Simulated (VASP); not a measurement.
# Al27As26 (a cell with a defect) in VASP: notebook

Runs on Al27As26 (a cell with a defect). Level: PBE. Tasks: electric field gradients.

All numbers are computed with VASP 6.6.1; they aren't measurements. Logs are shortened: lines on timing, memory, paths and dates and some standing lists are left out, and cuts for length are marked.

## Step 1: The cell of the first run

The cell holds a defect, 53 atoms: a = 12.008 Å, b = 12.008 Å, c = 12.008 Å, α = 60.00°, β = 60.00°, γ = 60.00°.

## Step 2: Electric field gradients, PBE (atoms taken out)

INCAR reads:

```
  PREC = Accurate
  ENCUT = 520
  EDIFF = 1E-8
  ISMEAR = -1
  SIGMA = 0.01
  LREAL = Auto
  LASPH = T
  NELM = 80
  ALGO = Normal
  ISIF = 2
  LWAVE = F
  LCHARG = F
  GGA = PE
  LEFG = T
  NELECT = 208.0
  NBANDS = 138
```

KPOINTS reads:

```
regular mesh
0
Gamma
  2 2 2
```

POSCAR reads:

```
Al27As26
1.0
    0.0000000000      8.4912000000      8.4912000000
    8.4912000000      0.0000000000      8.4912000000
    8.4912000000      8.4912000000      0.0000000000
Al As
27 26
Direct
    0.0000000000      0.0000000000      0.0000000000
    0.0000000000      0.0000000000      0.3333333333
    0.0000000000      0.0000000000      0.6666666667
    0.0000000000      0.3333333333      0.0000000000
    0.0000000000      0.3333333333      0.3333333333
    0.0000000000      0.3333333333      0.6666666667
    0.0000000000      0.6666666667      0.0000000000
    0.0000000000      0.6666666667      0.3333333333
    0.0000000000      0.6666666667      0.6666666667
    0.3333333333      0.0000000000      0.0000000000
    0.3333333333      0.0000000000      0.3333333333
    0.3333333333      0.0000000000      0.6666666667
    0.3333333333      0.3333333333      0.0000000000
    0.3333333333      0.3333333333      0.3333333333
    0.3333333333      0.3333333333      0.6666666667
    0.3333333333      0.6666666667      0.0000000000
    0.3333333333      0.6666666667      0.3333333333
    0.3333333333      0.6666666667      0.6666666667
    0.6666666667      0.0000000000      0.0000000000
    0.6666666667      0.0000000000      0.3333333333
    0.6666666667      0.0000000000      0.6666666667
    0.6666666667      0.3333333333      0.0000000000
    0.6666666667      0.3333333333      0.3333333333
    0.6666666667      0.3333333333      0.6666666667
    0.6666666667      0.6666666667      0.0000000000
    0.6666666667      0.6666666667      0.3333333333
    0.6666666667      0.6666666667      0.6666666667
    0.0833333333      0.0833333333      0.4166666667
    0.0833333333      0.0833333333      0.7500000000
    0.0833333333      0.4166666667      0.0833333333
    0.0833333333      0.4166666667      0.4166666667
    0.0833333333      0.4166666667      0.7500000000
    0.0833333333      0.7500000000      0.0833333333
    0.0833333333      0.7500000000      0.4166666667
    0.0833333333      0.7500000000      0.7500000000
    0.4166666667      0.0833333333      0.0833333333
    0.4166666667      0.0833333333      0.4166666667
    0.4166666667      0.0833333333      0.7500000000
    0.4166666667      0.4166666667      0.0833333333
    0.4166666667      0.4166666667      0.4166666667
    0.4166666667      0.4166666667      0.7500000000
    0.4166666667      0.7500000000      0.0833333333
    0.4166666667      0.7500000000      0.4166666667
    0.4166666667      0.7500000000      0.7500000000
    0.7500000000      0.0833333333      0.0833333333
    0.7500000000      0.0833333333      0.4166666667
    0.7500000000      0.0833333333      0.7500000000
    0.7500000000      0.4166666667      0.0833333333
    0.7500000000      0.4166666667      0.4166666667
    0.7500000000      0.4166666667      0.7500000000
    0.7500000000      0.7500000000      0.0833333333
    0.7500000000      0.7500000000      0.4166666667
    0.7500000000      0.7500000000      0.7500000000
```

Potentials or basis: VASP PAW PBE potentials, release 64 (Al, As).

Started as:

```
$ cat potpaw_PBE.64/Al/POTCAR potpaw_PBE.64/As/POTCAR > POTCAR
$ mpirun -np 1 vasp_std > vasp.out
```

OUTCAR:

```text
PREC = Accurate
   ENCUT = 520
   EDIFF = 1E-8
   ISMEAR = -1
   LREAL = Auto
   LASPH = T
   NELM = 80
   ISIF = 2
   GGA = PE
   NELECT = 208.0

 ion  position               nearest neighbor table
   1  0.000  0.000  0.000-  33 2.45  45 2.45  29 2.45
   2  0.000  0.000  0.333-  34 2.45  46 2.45  28 2.45
   3  0.000  0.000  0.667-  29 2.45  35 2.45  47 2.45  28 2.45
   4  0.000  0.333  0.000-  30 2.45  32 2.45  48 2.45
   5  0.000  0.333  0.333-  28 2.45  30 2.45  49 2.45  31 2.45
   6  0.000  0.333  0.667-  29 2.45  31 2.45  32 2.45  50 2.45
   7  0.000  0.667  0.000-  33 2.45  30 2.45  51 2.45  35 2.45
   8  0.000  0.667  0.333-  31 2.45  52 2.45  34 2.45  33 2.45
   9  0.000  0.667  0.667-  35 2.45  32 2.45  53 2.45  34 2.45
  10  0.333  0.000  0.000-  36 2.45  38 2.45  42 2.45
  11  0.333  0.000  0.333-  28 2.45  36 2.45  43 2.45  37 2.45
  12  0.333  0.000  0.667-  29 2.45  37 2.45  38 2.45  44 2.45
  13  0.333  0.333  0.000-  41 2.45  36 2.45  30 2.45  39 2.45
  14  0.333  0.333  0.333-  39 2.45  37 2.45  31 2.45  40 2.45
  15  0.333  0.333  0.667-  40 2.45  38 2.45  32 2.45  41 2.45
  16  0.333  0.667  0.000-  33 2.45  42 2.45  44 2.45  39 2.45
[... 35 lines left out ...]
  52  0.750  0.750  0.417-   8 2.45  20 2.45  26 2.45  27 2.45
  53  0.750  0.750  0.750-  27 2.45  21 2.45   9 2.45  25 2.45

  LATTYP: Found a face centered cubic cell.
 ALAT       =    16.9824000000

  Lattice vectors:

 A1 = (   0.0000000000,   8.4912000000,   8.4912000000)
 A2 = (   8.4912000000,   0.0000000000,   8.4912000000)
 A3 = (   8.4912000000,   8.4912000000,   0.0000000000)

Analysis of symmetry for initial positions (statically):
=====================================================================
 Subroutine PRICEL returns:
 Original cell was already a primitive cell.

 Routine SETGRP: Setting up the symmetry group for a
 face centered cubic supercell.

 Subroutine GETGRP returns: Found 24 space group operations
 (whereof  6 operations were pure point group operations)
 out of a pool of 48 trial point group operations.

The static configuration has the point symmetry C_3v.
 The point group associated with its full space group is T_d .

Analysis of symmetry for dynamics (positions and initial velocities):
=====================================================================
 Subroutine PRICEL returns:
 Original cell was already a primitive cell.

 Routine SETGRP: Setting up the symmetry group for a
 face centered cubic supercell.

 Subroutine GETGRP returns: Found 24 space group operations
 (whereof  6 operations were pure point group operations)
 out of a pool of 48 trial point group operations.

The dynamic configuration has the point symmetry C_3v.
 The point group associated with its full space group is T_d .

 Subroutine INISYM returns: Found 24 space group operations
 (whereof  6 operations are pure point group operations),
 and found     1 'primitive' translations

----------------------------------------------------------------------------------------

                                     Primitive cell

  volume of cell :    1224.4391

  direct lattice vectors                    reciprocal lattice vectors
     0.000000000  8.491200000  8.491200000    -0.058884492  0.058884492  0.058884492
     8.491200000  0.000000000  8.491200000     0.058884492 -0.058884492  0.058884492
     8.491200000  8.491200000  0.000000000     0.058884492  0.058884492 -0.058884492

  length of vectors
    12.008370201 12.008370201 12.008370201     0.101990932  0.101990932  0.101990932

  position of ions in fractional coordinates (direct lattice)
     0.000000000  0.000000000  0.000000000
     0.000000000  0.000000000  0.333333333
     0.000000000  0.000000000  0.666666667
     0.000000000  0.333333333  0.000000000
     0.000000000  0.333333333  0.333333333
     0.000000000  0.333333333  0.666666667
[... 45 lines left out ...]
     0.750000000  0.750000000  0.416666667
     0.750000000  0.750000000  0.750000000

[... 113 lines left out ...]
   POTIM  = 0.5000    time-step for ionic-motion
   TEBEG  =    0.0;   TEEND  =   0.0 temperature during run
   PSTRESS=    0.0 pullay stress
   NELECT =     208.0000    total number of electrons
   NUPDOWN=      -1.0000    fix difference up-down
   EMIN   =  10.00;   EMAX   =-10.00  energy-range for DOS
   EFERMI =   0.00;   METHOD = LEGACY
   ISMEAR =    -1;   SIGMA  =   0.01  broadening in eV -4-tet -1-fermi 0-gaus
   EFERMI_NEDOS =   21; number of points for ismear=-14 and -15
   IALGO  =     38    algorithm
   IMIX   =      4    mixing-type and parameters
     AMIX     =   0.40;   BMIX     =  1.00
     AMIX_MAG =   1.60;   BMIX_MAG =  1.00
  volume/ion in A,a.u.               =      23.10       155.90
  Fermi-wavevector in a.u.,A,eV,Ry     =   0.906672  1.713362 11.184725  0.822054
  Thomas-Fermi vector in A             =   2.030388
   LORBIT       =      0    0 simple, 1 ext, 2 COOP (PROOUT), +10 PAW based schemes
   GGA     = PE    functional components
   LHFCALC =     F    Hartree Fock is set to
   AEXX    =    0.0000 exact exchange contribution
   IVDW    =     0    specifies the selected vdW correction
   LEPSILON=     F    determine dielectric tensor
   LRPA    =     F    only Hartree local field effects (RPA)
 non-spin polarized calculation
  energy-cutoff  :      520.00
  volume of cell :     1224.44
 maximum number of plane-waves:     33079
 NGX is ok and might be reduce to    90
   NGX = 45   NGY = 45   NGZ = 45

 number of electron     207.9999997 magnetization

 Free energy of the ion-electron system (eV)
  ---------------------------------------------------
  ext. energy  EPLUGINS =         0.00000000
  ---------------------------------------------------
  free energy    TOTEN  =      -256.12045767 eV

  energy without entropy =     -256.10344497  energy(sigma->0) =     -256.11195132

 E-fermi :   3.5358     XC(G=0):  -8.9124

 val. band max:        3.5292692993   @ k =   0.5000   0.0000   0.0000
 cond. band min:       3.5471249947   @ k =   0.5000   0.5000   0.0000
 fundamental gap:      0.0178556953
 Fermi energy:         3.5358310272

 k-point     1 :       0.0000    0.0000    0.0000
  band No.  band energies     occupation
      1      -8.0576      2.00000
      2      -7.1943      2.00000
      3      -7.1943      2.00000
      4      -7.1943      2.00000
      5      -7.1626      2.00000
      6      -7.1626      2.00000
[... 346 lines left out ...]
    115       6.8076      0.00000
    116       6.8323      0.00000
 [bands above 116 left out]

------------------------ aborting loop because EDIFF is reached ----------------------------------------

  FORCE on cell =-STRESS in cart. coord.  units (eV):
  Direction    XX          YY          ZZ          XY          YZ          ZX
  --------------------------------------------------------------------------------------
  -------------------------------------------------------------------------------------
  Total       -7.1523009     -7.1523009     -7.1523009      0.0000000      0.0000000     -0.0000000
  in kB       -9.3587782     -9.3587782     -9.3587782      0.0000000      0.0000000     -0.0000000
  external PRESSURE =      -9.3587782 kB  Pullay stress =       0.0000000 kB

 VOLUME and BASIS-vectors are now :
 -----------------------------------------------------------------------------
  energy-cutoff  :      520.00
  volume of cell :     1224.44
      direct lattice vectors                 reciprocal lattice vectors
     0.000000000  8.491200000  8.491200000    -0.058884492  0.058884492  0.058884492
     8.491200000  0.000000000  8.491200000     0.058884492 -0.058884492  0.058884492
     8.491200000  8.491200000  0.000000000     0.058884492  0.058884492 -0.058884492

 POSITION                                       TOTAL-FORCE (eV/Angst)
 -----------------------------------------------------------------------------------
      0.00000      0.00000      0.00000        -0.170640     -0.170640     -0.170640
      2.83040      2.83040      0.00000         0.170640      0.170640     -0.170640
      5.66080      5.66080      0.00000         0.000000      0.000000     -0.355592
      2.83040      0.00000      2.83040         0.170640     -0.170640      0.170640
      5.66080      2.83040      2.83040         0.092734      0.006382      0.006382
      8.49120      5.66080      2.83040        -0.006382     -0.092734      0.006382
[... 45 lines left out ...]
      9.90640      9.90640     12.73680         0.000000      0.000000      0.001177
     12.73680     12.73680     12.73680        -0.007441     -0.007441     -0.007441
 -----------------------------------------------------------------------------------
    total drift:                               -0.000005     -0.000005     -0.000005

  FREE ENERGIE OF THE ION-ELECTRON SYSTEM (eV)
  ---------------------------------------------------
  free  energy   TOTEN  =      -256.1204576676 eV

  energy  without entropy=     -256.1034449671  energy(sigma->0) =     -256.11195132

 Electric field gradients (V/A^2)
---------------------------------------------------------------------
 ion       V_xx      V_yy      V_zz      V_xy      V_xz      V_yz
---------------------------------------------------------------------
   1      -0.000    -0.000    -0.000    24.231    24.231    24.231
   2      -0.000    -0.000     0.000    24.231   -24.231   -24.231
   3       0.111     0.111    -0.221     3.623     0.000     0.000
   4      -0.000     0.000    -0.000   -24.231    24.231   -24.231
   5       0.035    -0.017    -0.017    -0.107    -0.107    -0.573
   6      -0.017     0.035    -0.017    -0.107     0.573     0.107
[... 45 lines left out ...]
  52      -0.429    -0.429     0.858    -1.256     0.000     0.000
  53       0.000    -0.000     0.000     0.830     0.830     0.830
---------------------------------------------------------------------

 Electric field gradients after diagonalization (V/A^2)
 (convention: |V_zz| > |V_xx| > |V_yy|)
----------------------------------------------------------------------
 ion       V_xx      V_yy      V_zz     asymmetry (V_yy - V_xx)/ V_zz
----------------------------------------------------------------------
   1     -24.231   -24.231    48.463       0.000
   2     -24.231   -24.231    48.463       0.000
   3      -3.512    -0.221     3.734       0.881
   4     -24.231   -24.231    48.463       0.000
   5       0.555     0.070    -0.625       0.777
   6       0.555     0.070    -0.625       0.777
[... 45 lines left out ...]
  52       0.858     0.827    -1.684       0.018
  53      -0.830    -0.830     1.661       0.000
----------------------------------------------------------------------

           NMR quadrupolar parameters

 Cq : quadrupolar parameter    Cq=e*Q*V_zz/h
 eta: asymmetry parameters     (V_yy - V_xx)/ V_zz
 Q  : nuclear electric quadrupole moment in mb (millibarn)
----------------------------------------------------------------------
 ion       Cq(MHz)       eta       Q (mb)
----------------------------------------------------------------------
   1       0.117       0.000       1.000
   2       0.117       0.000       1.000
   3       0.009       0.881       1.000
   4       0.117       0.000       1.000
   5      -0.002       0.777       1.000
   6      -0.002       0.777       1.000
[... 45 lines left out ...]
  52      -0.004       0.018       1.000
  53       0.004       0.000       1.000
----------------------------------------------------------------------
```

It took 34 min on 1 thread of AMD EPYC 7R43 (Zen 3), shared host; peak memory 1.5 GiB.

What came out:

```yaml
Free_energy: -256.1205 eV
Largest_force: 0.356 eV/Å
Largest_electric_field_gradient_by_atom: Al +48.5, +3.7, -0.6, -0.0, -0.2 (each value once); As +55.0, +2.4, +1.7, -1.7 (each value once) V/Å²
```

Forces in eV/Å, atoms in the order of the input:
```
Al  -0.171 -0.171 -0.171
Al   0.171  0.171 -0.171
Al   0.000  0.000 -0.356
Al   0.171 -0.171  0.171
Al   0.093  0.006  0.006
Al  -0.006 -0.093  0.006
Al   0.000 -0.356  0.000
Al  -0.006  0.006 -0.093
Al   0.356  0.000  0.000
Al  -0.171  0.171  0.171
Al   0.006  0.093  0.006
Al  -0.093 -0.006  0.006
Al   0.006  0.006  0.093
Al   0.000  0.000  0.000
Al  -0.006 -0.006  0.093
Al  -0.093  0.006 -0.006
Al  -0.006  0.093 -0.006
Al  -0.001  0.001  0.001
Al  -0.356  0.000  0.000
Al   0.006 -0.006 -0.093
Al   0.000  0.356  0.000
Al   0.006 -0.093 -0.006
Al   0.093 -0.006 -0.006
Al   0.001 -0.001  0.001
Al   0.000  0.000  0.356
Al   0.001  0.001 -0.001
Al  -0.001 -0.001 -0.001
As  -0.202 -0.202  0.211
As   0.202  0.202  0.211
As  -0.202  0.211 -0.202
As   0.008 -0.008 -0.008
As  -0.211  0.202 -0.202
As   0.202  0.211  0.202
As  -0.211 -0.202  0.202
As  -0.007  0.007  0.007
As   0.211 -0.202 -0.202
As  -0.008  0.008 -0.008
As   0.202 -0.211 -0.202
As  -0.008 -0.008  0.008
As   0.008  0.008  0.008
As   0.000  0.000 -0.001
As   0.202 -0.202 -0.211
As   0.000 -0.001  0.000
As   0.001  0.000  0.000
As   0.211  0.202  0.202
As  -0.202 -0.211  0.202
As   0.007 -0.007  0.007
As  -0.202  0.202 -0.211
As  -0.001  0.000  0.000
As   0.000  0.001  0.000
As   0.007  0.007 -0.007
As   0.000  0.000  0.001
As  -0.007 -0.007 -0.007
```

Electric field gradients, principal values (V/Å²):
```tsv
atom	least	middle	greatest (by size)
1 Al	-24.231	-24.231	48.463
2 Al	-24.231	-24.231	48.463
3 Al	-0.221	-3.512	3.734
4 Al	-24.231	-24.231	48.463
5 Al	0.070	0.555	-0.625
6 Al	0.070	0.555	-0.625
7 Al	-0.221	-3.512	3.734
8 Al	0.070	0.555	-0.625
9 Al	-0.221	-3.512	3.734
10 Al	-24.231	-24.231	48.463
11 Al	0.070	0.555	-0.625
12 Al	0.070	0.555	-0.625
13 Al	0.070	0.555	-0.625
14 Al	0.000	0.000	0.000
15 Al	0.070	0.555	-0.625
16 Al	0.070	0.555	-0.625
17 Al	0.070	0.555	-0.625
18 Al	0.082	0.083	-0.165
19 Al	-0.221	-3.512	3.734
20 Al	0.070	0.555	-0.625
21 Al	-0.221	-3.512	3.734
22 Al	0.070	0.555	-0.625
23 Al	0.070	0.555	-0.625
24 Al	0.082	0.083	-0.165
25 Al	-0.221	-3.512	3.734
26 Al	0.082	0.083	-0.165
27 Al	0.082	0.082	-0.165
28 As	-27.178	-27.830	55.008
29 As	-27.178	-27.830	55.008
30 As	-27.178	-27.830	55.008
31 As	-1.200	-1.200	2.400
32 As	-27.178	-27.830	55.007
33 As	-27.178	-27.830	55.008
34 As	-27.178	-27.830	55.007
35 As	-0.830	-0.830	1.660
36 As	-27.178	-27.830	55.008
37 As	-1.200	-1.200	2.400
38 As	-27.178	-27.830	55.007
39 As	-1.200	-1.200	2.400
40 As	-1.200	-1.200	2.400
41 As	0.827	0.858	-1.685
42 As	-27.178	-27.830	55.007
43 As	0.827	0.858	-1.685
44 As	0.827	0.858	-1.684
45 As	-27.178	-27.830	55.008
46 As	-27.178	-27.830	55.007
47 As	-0.830	-0.830	1.660
48 As	-27.178	-27.830	55.007
49 As	0.827	0.858	-1.685
50 As	0.827	0.858	-1.684
51 As	-0.830	-0.830	1.660
52 As	0.827	0.858	-1.684
53 As	-0.830	-0.830	1.661
```

Caveat: the cell carries a net charge on a neutralising background, which shifts energy and pressure; the cell differs from its parent crystal (atoms taken out); the cell is charged against a uniform background, so pressure and absolute levels hang on convention; without QUAD_EFG the Cq values of the log hold for a quadrupole moment of 1 mb, not for the nuclei.

(Part 1 of 2 ends here.)
